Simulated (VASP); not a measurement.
# ZrCu (Cmmm) in VASP: notebook

The runs below take ZrCu through single point, with LDA.

All numbers are computed with VASP 6.6.1; they aren't measurements. Logs are shortened: lines on timing, memory, paths and dates and some standing lists are left out, and cuts for length are marked.

## Step 1: The cell of the first run

Symmetry: Cmmm, No. 65, orthorhombic system. The conventional cell has a = 4.485 Å, b = 4.715 Å, c = 3.253 Å, α = 90.00°, β = 90.00°, γ = 90.00°. Within 3.7 Å of Zr (site symmetry mmm) lie 8 Cu at 2.77 to 2.86 Å and 6 Zr at 3.25 Å. Within 3.7 Å of Cu (site symmetry mmm) lie 8 Zr at 2.77 to 2.86 Å and 6 Cu at 3.25 Å.

## Step 2: Single point, LDA

The input, INCAR:

```
PREC     = Accurate       # precision mode
ENCUT    = 520            # plane-wave cutoff, eV
EDIFF    = 1E-7           # SCF threshold, eV
ISMEAR   = -1             # smearing method
SIGMA    = 0.05           # smearing width, eV
LREAL    = False          # projectors in reciprocal space
LASPH    = True           # aspherical terms in the spheres
NELM     = 100            # most SCF steps
ALGO     = Normal         # electronic algorithm
ISIF     = 2              # what is computed and relaxed
LWAVE    = False          # write WAVECAR
LCHARG   = True           # write CHGCAR
LELF     = True           # ELF
LVHAR    = True         
NBANDS   = 18             # bands
```

The input, KPOINTS:

```
Automatic mesh
0
Gamma
  11 11 11
```

The input, POSCAR:

```
ZrCu
1.0
    3.2526640000     -0.0813166000      0.0000000000
   -0.0813166000      3.2526640000      0.0000000000
    0.0000000000      0.0000000000      3.2526640000
Zr Cu
1 1
Direct
    0.5000000000      0.5000000000      0.5000000000
    0.0000000000      0.0000000000      0.0000000000
```

Potentials or basis: VASP PAW LDA potentials, release 64 (Zr_sv, Cu).

On the command line:

```bash
cat potpaw_LDA.64/Zr_sv/POTCAR potpaw_LDA.64/Cu/POTCAR > POTCAR
mpirun -np 1 vasp_std > vasp.out
```

OUTCAR:

```text
PREC = Accurate
   ENCUT = 520
   EDIFF = 1E-7
   ISMEAR = -1
   LREAL = False
   LASPH = True
   NELM = 100
   ISIF = 2

 ion  position               nearest neighbor table
   1  0.500  0.500  0.500-   2 2.77   2 2.77   2 2.77   2 2.77   2 2.86   2 2.86   2 2.86   2 2.86

   2  0.000  0.000  0.000-   1 2.77   1 2.77   1 2.77   1 2.77   1 2.86   1 2.86   1 2.86   1 2.86

  LATTYP: Found a base centered orthorhombic cell.
 ALAT       =     4.4849625041
 B/A-ratio  =     1.0512820513
 C/A-ratio  =     0.7252377243

  Lattice vectors:

 A1 = (   3.2526640000,  -0.0813166000,   0.0000000000)
 A2 = (  -0.0813166000,   3.2526640000,   0.0000000000)
 A3 = (   0.0000000000,   0.0000000000,   3.2526640000)

Analysis of symmetry for initial positions (statically):
=====================================================================
 Subroutine PRICEL returns:
 Original cell was already a primitive cell.

 Routine SETGRP: Setting up the symmetry group for a
 base centered orthorhombic supercell.

 Subroutine GETGRP returns: Found  8 space group operations
 (whereof  8 operations were pure point group operations)
 out of a pool of  8 trial point group operations.

The static configuration has the point symmetry D_2h.

Analysis of symmetry for dynamics (positions and initial velocities):
=====================================================================
 Subroutine PRICEL returns:
 Original cell was already a primitive cell.

 Routine SETGRP: Setting up the symmetry group for a
 base centered orthorhombic supercell.

 Subroutine GETGRP returns: Found  8 space group operations
 (whereof  8 operations were pure point group operations)
 out of a pool of  8 trial point group operations.

The dynamic configuration has the point symmetry D_2h.

 Subroutine INISYM returns: Found  8 space group operations
 (whereof  8 operations are pure point group operations),
 and found     1 'primitive' translations

----------------------------------------------------------------------------------------

                                     Primitive cell

  volume of cell :      34.3911

  direct lattice vectors                    reciprocal lattice vectors
     3.252664000 -0.081316600  0.000000000     0.307632572  0.007690814  0.000000000
    -0.081316600  3.252664000  0.000000000     0.007690814  0.307632572  0.000000000
     0.000000000  0.000000000  3.252664000     0.000000000  0.000000000  0.307440301

  length of vectors
     3.253680299  3.253680299  3.252664000     0.307728692  0.307728692  0.307440301

  position of ions in fractional coordinates (direct lattice)
     0.500000000  0.500000000  0.500000000
     0.000000000  0.000000000  0.000000000

  ion indices of the primitive-cell ions
   primitive index   ion index
                 1           1
                 2           2

----------------------------------------------------------------------------------------

 KPOINTS: Automatic mesh

Automatic generation of k-mesh.
 Grid dimensions read from file:
 generate k-points for:   11   11   11

 Generating k-lattice:

  Cartesian coordinates                     Fractional coordinates (reciprocal lattice)
     0.027966597  0.000699165  0.000000000     0.090909091  0.000000000  0.000000000
     0.000699165  0.027966597  0.000000000     0.000000000  0.090909091  0.000000000
     0.000000000  0.000000000  0.027949118     0.000000000  0.000000000  0.090909091

  Length of vectors
     0.027975336  0.027975336  0.027949118

  Shift w.r.t. Gamma in fractional coordinates (k-lattice)
     0.000000000  0.000000000  0.000000000

 Subroutine IBZKPT returns following result:
 ===========================================

 Found    216 irreducible k-points:

 Following reciprocal coordinates:
            Coordinates               Weight
  0.000000  0.000000  0.000000      1.000000
  0.090909 -0.000000  0.000000      4.000000
  0.181818 -0.000000  0.000000      4.000000
  0.272727 -0.000000  0.000000      4.000000
  0.363636 -0.000000  0.000000      4.000000
  0.454545 -0.000000  0.000000      4.000000
[... 16 lines left out ...]
 -0.272727  0.181818  0.000000      4.000000
 -0.181818  0.181818  0.000000      2.000000
 [... further k-points ...]
   k-points           NKPTS =    216   k-points in BZ     NKDIM =    216   number of bands    NBANDS=     18
   number of dos      NEDOS =    301   number of ions     NIONS =      2
   total plane-waves  NPLWV =  13824
   dimension x,y,z NGX =    24 NGY =   24 NGZ =   24
   dimension x,y,z NGXF=    48 NGYF=   48 NGZF=   48
   ions per type =               1   1
   NGX,Y,Z   is equivalent  to a cutoff of  12.26, 12.26, 12.27 a.u.
   NGXF,Y,Z  is equivalent  to a cutoff of  24.53, 24.53, 24.53 a.u.
 SYSTEM =  unknown system
   PREC   = accura    normal or accurate (medium, high low for compatibility)
   ISTART =      0    job   : 0-new  1-cont  2-samecut
   ICHARG =      2    charge: 1-file 2-atom 10-const
   ISPIN  =      1    spin polarized calculation?
   LNONCOLLINEAR =      F non collinear calculations
   LSORBIT =      F    spin-orbit coupling
   LASPH  =      T    aspherical Exc in radial PAW
   ENCUT  =  520.0 eV  38.22 Ry    6.18 a.u.   6.05  6.05  6.05*2*pi/ulx,y,z
   NELM   =    100;   NELMIN=  2; NELMDL= -5     # of ELM steps
   EDIFF  = 0.1E-06   stopping-criterion for ELM
   LREAL  =      F    real-space projection
   EDIFFG = 0.1E-05   stopping-criterion for IOM
   NSW    =      0    number of steps for IOM
   IBRION =     -1    ionic relax: 0-MD 1-quasi-New 2-CG
   NFREE  =      0    steps in history (QN), initial steepest desc. (CG)
   ISIF   =      2    stress and relaxation
   ISYM   =      2    0-nonsym 1-usesym 2-fastsym
   POTIM  = 0.5000    time-step for ionic-motion
   TEBEG  =    0.0;   TEEND  =   0.0 temperature during run
   PSTRESS=    0.0 pullay stress
   NELECT =      23.0000    total number of electrons
   NUPDOWN=      -1.0000    fix difference up-down
   EMIN   =  10.00;   EMAX   =-10.00  energy-range for DOS
   EFERMI =   0.00;   METHOD = LEGACY
   ISMEAR =    -1;   SIGMA  =   0.05  broadening in eV -4-tet -1-fermi 0-gaus
   EFERMI_NEDOS =   21; number of points for ismear=-14 and -15
   IALGO  =     38    algorithm
   IMIX   =      4    mixing-type and parameters
     AMIX     =   0.40;   BMIX     =  1.00
     AMIX_MAG =   1.60;   BMIX_MAG =  1.00
  volume/ion in A,a.u.               =      17.20       116.04
  Fermi-wavevector in a.u.,A,eV,Ry     =   1.431645  2.705417 27.886611  2.049608
  Thomas-Fermi vector in A             =   2.551359
   LORBIT       =      0    0 simple, 1 ext, 2 COOP (PROOUT), +10 PAW based schemes
   GGA     = CA    functional components
   LHFCALC =     F    Hartree Fock is set to
   AEXX    =    0.0000 exact exchange contribution
   IVDW    =     0    specifies the selected vdW correction
   LEPSILON=     F    determine dielectric tensor
   LRPA    =     F    only Hartree local field effects (RPA)
 non-spin polarized calculation
  energy-cutoff  :      520.00
  volume of cell :       34.39
 maximum number of plane-waves:       945
   NGX = 13   NGY = 13   NGZ = 13

 number of electron      22.9999980 magnetization

 Free energy of the ion-electron system (eV)
  ---------------------------------------------------
  ext. energy  EPLUGINS =         0.00000000
  ---------------------------------------------------
  free energy    TOTEN  =       -14.18296564 eV

  energy without entropy =      -14.15872746  energy(sigma->0) =      -14.17084655

 E-fermi :   8.5360     XC(G=0): -12.0257

 val. band max:        8.5285177210   @ k =   0.3636   0.0909   0.1818
 cond. band min:       8.5366539728   @ k =  -0.1818   0.1818   0.0909
 fundamental gap:      0.0081362517
 Fermi energy:         8.5359725751

 k-point     1 :       0.0000    0.0000    0.0000
  band No.  band energies     occupation
      1     -39.9960      2.00000
      2     -17.9784      2.00000
      3     -17.9549      2.00000
      4     -17.9283      2.00000
      5       1.3474      2.00000
      6       4.3623      2.00000
[... 10 lines left out ...]
     17      15.4382      0.00000
     18      15.5027      0.00000

 k-point     2 :       0.0909   -0.0000    0.0000
  band No.  band energies     occupation
      1     -39.9926      2.00000
      2     -18.0048      2.00000
      3     -17.9517      2.00000
      4     -17.9392      2.00000
      5       1.5019      2.00000
      6       4.4095      2.00000
[... 10 lines left out ...]
     17      16.0091      0.00000
     18      16.0100      0.00000

 k-point     3 :       0.1818   -0.0000    0.0000
  band No.  band energies     occupation
      1     -39.9837      2.00000
      2     -18.1041      2.00000
      3     -17.9430      2.00000
      4     -17.9385      2.00000
      5       1.9473      2.00000
      6       4.5365      2.00000
[... 10 lines left out ...]
     17      17.1903      0.00000
     18      17.2044      0.00000

 k-point     4 :       0.2727   -0.0000    0.0000
  band No.  band energies     occupation
      1     -39.9719      2.00000
      2     -18.2395      2.00000
      3     -17.9316      2.00000
      4     -17.9292      2.00000
      5       2.6355      2.00000
      6       4.7162      2.00000
[... 10 lines left out ...]
     17      18.5603      0.00000
     18      18.5953      0.00000

 k-point     5 :       0.3636   -0.0000    0.0000
  band No.  band energies     occupation
      1     -39.9611      2.00000
      2     -18.3622      2.00000
      3     -17.9210      2.00000
      4     -17.9195      2.00000
      5       3.4892      2.00000
      6       4.9000      2.00000
[... 10 lines left out ...]
     17      19.2652      0.00000
     18      20.0220      0.00000

 k-point     6 :       0.4545   -0.0000    0.0000
  band No.  band energies     occupation
      1     -39.9547      2.00000
      2     -18.4341      2.00000
      3     -17.9148      2.00000
      4     -17.9136      2.00000
      5       4.3312      2.00000
      6       4.9442      2.00000
[... 10 lines left out ...]
     17      18.8874      0.00000
     18      20.8704      0.00000

 k-point     7 :       0.0909    0.0909    0.0000
  band No.  band energies     occupation
      1     -39.9892      2.00000
      2     -18.0181      2.00000
      3     -17.9644      2.00000
      4     -17.9485      2.00000
      5       1.6709      2.00000
      6       4.4696      2.00000
[... 10 lines left out ...]
     17      15.4705      0.00000
     18      16.5535      0.00000

 k-point     8 :       0.1818    0.0909    0.0000
  band No.  band energies     occupation
      1     -39.9803      2.00000
      2     -18.1043      2.00000
      3     -17.9766      2.00000
      4     -17.9398      2.00000
      5       2.1216      2.00000
      6       4.5967      2.00000
[... 10 lines left out ...]
     17      16.4243      0.00000
     18      17.6570      0.00000
[... 229 lines left out ...]
     17      17.2334      0.00000
     18      19.9246      0.00000

 k-point    20 :       0.4545    0.1818    0.0000
  band No.  band energies     occupation
      1     -39.9430      2.00000
      2     -18.4127      2.00000
      3     -18.0506      2.00000
      4     -17.9016      2.00000
      5       4.3273      2.00000
      6       4.7872      2.00000
[... 10 lines left out ...]
     17      18.0934      0.00000
     18      19.6553      0.00000

 k-point    21 :      -0.4545    0.1818    0.0000
  band No.  band energies     occupation
      1     -39.9431      2.00000
      2     -18.4110      2.00000
      3     -18.0494      2.00000
      4     -17.9015      2.00000
      5       4.2522      2.00000
      6       4.7254      2.00000
[... 10 lines left out ...]
     17      18.7549      0.00000
     18      19.3200      0.00000

 k-point    22 :      -0.3636    0.1818    0.0000
  band No.  band energies     occupation
      1     -39.9496      2.00000
      2     -18.3391      2.00000
      3     -18.0561      2.00000
      4     -17.9078      2.00000
      5       3.6599      2.00000
      6       4.7406      2.00000
[... 10 lines left out ...]
     17      18.1293      0.00000
     18      19.5210      0.00000

 k-point    23 :      -0.2727    0.1818    0.0000
  band No.  band energies     occupation
      1     -39.9603      2.00000
      2     -18.2180      2.00000
      3     -18.0686      2.00000
      4     -17.9186      2.00000
      5       2.9869      2.00000
      6       4.6839      2.00000
[... 10 lines left out ...]
     17      17.1319      0.00000
     18      19.2188      0.00000

 k-point    24 :      -0.1818    0.1818    0.0000
  band No.  band energies     occupation
      1     -39.9718      2.00000
      2     -18.0946      2.00000
      3     -18.0724      2.00000
      4     -17.9304      2.00000
      5       2.4186      2.00000
      6       4.6056      2.00000
[... 10 lines left out ...]
     17      16.4228      0.00000
     18      18.2129      0.00000

 [... further k-points ...]
[... 5 lines left out ...]
  --------------------------------------------------------------------------------------
  -------------------------------------------------------------------------------------
  Total       -1.3751804     -1.3751804     -1.3974780      0.4274000      0.0000000      0.0000000
  in kB      -64.0654941    -64.0654941    -65.1042709     19.9112719      0.0000000      0.0000000
  external PRESSURE =     -64.4117531 kB  Pullay stress =       0.0000000 kB

 VOLUME and BASIS-vectors are now :
 -----------------------------------------------------------------------------
  energy-cutoff  :      520.00
  volume of cell :       34.39
      direct lattice vectors                 reciprocal lattice vectors
     3.252664000 -0.081316600  0.000000000     0.307632572  0.007690814  0.000000000
    -0.081316600  3.252664000  0.000000000     0.007690814  0.307632572  0.000000000
     0.000000000  0.000000000  3.252664000     0.000000000  0.000000000  0.307440301

 POSITION                                       TOTAL-FORCE (eV/Angst)
 -----------------------------------------------------------------------------------
      1.58567      1.58567      1.62633        -0.000000      0.000000      0.000000
      0.00000      0.00000      0.00000         0.000000      0.000000      0.000000
 -----------------------------------------------------------------------------------
    total drift:                                0.000000      0.000000     -0.000000

  FREE ENERGIE OF THE ION-ELECTRON SYSTEM (eV)
  ---------------------------------------------------
  free  energy   TOTEN  =       -14.1829656377 eV

  energy  without entropy=      -14.1587274573  energy(sigma->0) =      -14.17084655
```

It took 60 s on 1 thread of AMD EPYC 9R45 (Zen 5), shared host; peak memory 0.21 GiB.

What came out:

| Item | Value |
| --- | --- |
| Free energy | -14.1830 eV |
| Pressure | -6.4 GPa |

Stress tensor (GPa, compression positive):
```
-6.41  1.99  0.00
 1.99 -6.41  0.00
 0.00  0.00 -6.51
```

(Continued in part 2 of 2.)
